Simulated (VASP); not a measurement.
# RuCl2 (P-3m1) in VASP: further runs, part 2 of 2

VASP 6.6.1. The steps go on from the part before.

### 3 Single point, r2SCAN

Contents of POSCAR:

```
RuCl2
1.0
    1.8150528700      3.1437623500      0.0000000000
   -1.8150528700      3.1437623500      0.0000000000
    0.0000000000      0.0000000000      5.8071553600
Ru Cl
1 2
Direct
    0.0000000000      0.0000000000      0.0000000000
    0.3333300000      0.3333400000      0.2390000000
    0.6666700000      0.6666600000      0.7610000000
```

Contents of INCAR.step1:

```
SYSTEM = RuCl2
PREC = Accurate
ENCUT = 520
ISMEAR = -1
SIGMA = 0.1
LREAL = .FALSE.
LASPH = .TRUE.
NELM = 100
NBANDS = 21
ISYM = 0
GGA = PE
ALGO = Normal
EDIFF = 1E-4
LWAVE = .TRUE.
LCHARG = .FALSE.
```

Contents of INCAR.step2:

```
SYSTEM = RuCl2
PREC = Accurate
ENCUT = 520
EDIFF = 1E-6
ISMEAR = -1
SIGMA = 0.1
LREAL = .FALSE.
LASPH = .TRUE.
NELM = 100
ALGO = Normal
ISIF = 2
LWAVE = .FALSE.
LCHARG = .FALSE.
METAGGA = R2SCAN
LMIXTAU = .TRUE.
NBANDS = 21
ISYM = 0
ISTART = 1
```

Contents of KPOINTS:

```
Automatic mesh
0
G
  6 6 3
  0 0 0
```

Potentials or basis: VASP PAW PBE potentials, release 64 (Ru_pv, Cl).

Run with:

```
$ cat potpaw_PBE.64/Ru_pv/POTCAR potpaw_PBE.64/Cl/POTCAR > POTCAR
$ cp INCAR.step1 INCAR
$ mpirun -np 1 vasp_std > vasp.out
$ cp INCAR.step2 INCAR
$ mpirun -np 1 vasp_std > vasp.out
```

OUTCAR:

```text
SYSTEM = RuCl2
   PREC = Accurate
   ENCUT = 520
   EDIFF = 1E-6
   ISMEAR = -1
   LREAL = .FALSE.
   LASPH = .TRUE.
   NELM = 100
   ISIF = 2
   METAGGA = R2SCAN
   ISYM = 0
   ISTART = 1

 ion  position               nearest neighbor table
   1  0.000  0.000  0.000-   3 2.51   2 2.51   3 2.51   2 2.51   3 2.51   2 2.51
   2  0.333  0.333  0.239-   1 2.51   1 2.51   1 2.51
   3  0.667  0.667  0.761-   1 2.51   1 2.51   1 2.51

IMPORTANT INFORMATION: All symmetrisations will be switched off!
[... 158 lines left out ...]
      5     -12.5768      2.00000
      6      -2.4063      2.00000
[... 565 lines left out ...]
     20      13.5908      0.00000
     21      14.1796      0.00000

 [... further k-points ...]
[... 5 lines left out ...]
  --------------------------------------------------------------------------------------
  -------------------------------------------------------------------------------------
  Total       -3.0201950     -3.0204598     -3.4860570     -0.0000984     -0.0001059      0.0002250
  in kB      -73.0151753    -73.0215783    -84.2776936     -0.0023779     -0.0025591      0.0054407
  external PRESSURE =     -76.7714824 kB  Pullay stress =       0.0000000 kB

 VOLUME and BASIS-vectors are now :
 -----------------------------------------------------------------------------
  energy-cutoff  :      520.00
  volume of cell :       66.27
      direct lattice vectors                 reciprocal lattice vectors
     1.815052870  3.143762350  0.000000000     0.275474069  0.159045101  0.000000000
    -1.815052870  3.143762350  0.000000000    -0.275474069  0.159045101  0.000000000
     0.000000000  0.000000000  5.807155360     0.000000000  0.000000000  0.172201351

 POSITION                                       TOTAL-FORCE (eV/Angst)
 -----------------------------------------------------------------------------------
      0.00000      0.00000      0.00000        -0.000000     -0.000000     -0.000000
     -0.00002      2.09585      1.38791         0.000089     -0.000050     -1.298361
      0.00002      4.19167      4.41925        -0.000089      0.000050      1.298362
 -----------------------------------------------------------------------------------
    total drift:                                0.000000     -0.000000      0.000000

  FREE ENERGIE OF THE ION-ELECTRON SYSTEM (eV)
  ---------------------------------------------------
  free  energy   TOTEN  =       -38.8942020653 eV

  energy  without entropy=      -38.8929797310  energy(sigma->0) =      -38.89359090
```

It took 3.1 min on 1 thread of Intel Xeon Platinum 8488C (Sapphire Rapids), shared host; peak memory 0.23 GiB.

Results:

```yaml
Free_energy: -38.8942 eV
Pressure: -7.7 GPa
Largest_force: 1.298 eV/Å
Band_gap_on_the_k_mesh: 1.40 eV, indirect (least direct gap 1.53 eV)
```

Forces on the atoms (eV/Å):
```
Ru   0.000  0.000  0.000
Cl   0.000  0.000 -1.298
Cl   0.000  0.000  1.298
```

Caveat: the PAW data sets were made with another functional, which shifts forces and pressure a little. r2SCAN opens gaps a little over a GGA but as a rule still falls short of measured ones.

### 4 Single point, r2SCAN

POSCAR is that of step 3.

Contents of INCAR.step1:

```
SYSTEM = RuCl2
  ALGO = Normal
  EDIFF = 1E-4
  ENCUT = 520
  GGA = PE
  ISMEAR = -1
  ISYM = 0
  LASPH = .True.
  LCHARG = .False.
  LREAL = .False.
  LWAVE = .True.
  NBANDS = 21
  NELM = 100
  PREC = Accurate
  SIGMA = 0.1
```

Contents of INCAR.step2:

```
SYSTEM = RuCl2
  ALGO = Normal
  EDIFF = 1E-6
  ENCUT = 520
  ISIF = 2
  ISMEAR = -1
  ISTART = 1
  ISYM = 0
  LASPH = .True.
  LCHARG = .False.
  LMIXTAU = .True.
  LREAL = .False.
  LWAVE = .False.
  METAGGA = R2SCAN
  NBANDS = 21
  NELM = 100
  PREC = Accurate
  SIGMA = 0.1
```

Contents of KPOINTS:

```
k-points
0
Gamma
  6 6 3
  0 0 0
```

Run with:

```
$ cat potpaw_PBE.64/Ru_pv/POTCAR potpaw_PBE.64/Cl/POTCAR > POTCAR
$ cp INCAR.step1 INCAR
$ mpirun -np 1 vasp_std > vasp.out
$ cp INCAR.step2 INCAR
$ mpirun -np 1 vasp_std > vasp.out
```

Wall time 3.7 min (1 thread of Intel Xeon Platinum 8488C (Sapphire Rapids), shared host); peak memory 0.23 GiB.

The run converged. Its results:

```yaml
Free_energy: -38.8942 eV
Pressure: -7.7 GPa
Largest_force: 1.298 eV/Å
Band_gap_on_the_k_mesh: 1.40 eV, indirect (least direct gap 1.53 eV)
```

Forces in eV/Å, atoms in the order of the input:
```
Ru   0.000  0.000  0.000
Cl   0.000  0.000 -1.298
Cl   0.000  0.000  1.298
```

Stress tensor (GPa, compression positive):
```
-7.30  0.00  0.00
 0.00 -7.30  0.00
 0.00  0.00 -8.43
```

Levels at points of the mesh, in eV from the valence-band top:
```
           k point  band 11  band 12  band 13  band 14  band 15  band 16  band 17  band 18
(0.00, 0.00, 0.00)    -2.93    -0.95    -0.95    -0.43     1.65     1.65     4.14     5.74
(0.50, 0.00, 0.00)    -4.10    -1.15    -0.20    -0.04     1.93     2.07     6.45     6.59
(0.50, 0.50, 0.00)    -4.10    -1.15    -0.20    -0.04     1.93     2.07     6.45     6.59
(0.00, 0.50, 0.00)    -4.10    -1.15    -0.20    -0.04     1.93     2.07     6.45     6.59
```

Caveat: the PAW data sets were made with another functional, which shifts forces and pressure a little.
